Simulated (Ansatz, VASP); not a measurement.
Ge2SbO3: VASP beside Ansatz

```xyz
6
Lattice="4.4106 0.0000 0.0000 -2.2053 3.8197 0.0000 0.0000 0.0000 6.3224" Properties=species:S:1:pos:R:3 pbc="T T T"
Ge    0.0000    0.0000    4.1195
Ge    0.0000    0.0000    2.2029
Sb    0.0000    0.0000    0.0000
O     2.2053    0.0000    0.0000
O    -1.1027    1.9099    0.0000
O     1.1027    1.9099    0.0000
```

Alike in both runs: task relaxation of cell and atoms; functional PBE; k mesh 6 × 6 × 4; occupations gaussian, width 0.1 eV; no spin polarisation.

|  | VASP | Ansatz |
| --- | --- | --- |
| version | VASP 6.6.1 | Ansatz 0.2.0 |
| potentials or method | VASP PAW PBE potentials, release 64 (Ge_d, Sb, O), cutoff 600 eV | scalar-relativistic, plane waves, PAW |
| valence electrons in the cell | 51 | 61 |

VASP gave:

| Property | Result |
| --- | --- |
| gap on the k mesh at the Fermi level, each at its own relaxed structure (eV) | none |
| relaxed volume (Å³/atom) | 21.65 |
| relaxed length of the cell vector where the two differ most in proportion (Å) | 7.908 |

Which values does Ansatz return?

gap on the k mesh at the Fermi level, each at its own relaxed structure (eV): none; relaxed volume (Å³/atom): 22.07; relaxed length of the cell vector where the two differ most in proportion (Å): 8.036.

A gap of «none» marks a metal or a gap that the smearing closes. VASP's potentials hold 51 valence electrons a cell and Ansatz's 61, so a difference there can come from the potentials and not from the codes.

Spin-orbit coupling is off throughout. Noted on VASP's run: the volume moved by over 15 % at a fixed basis, so the end points are rough.
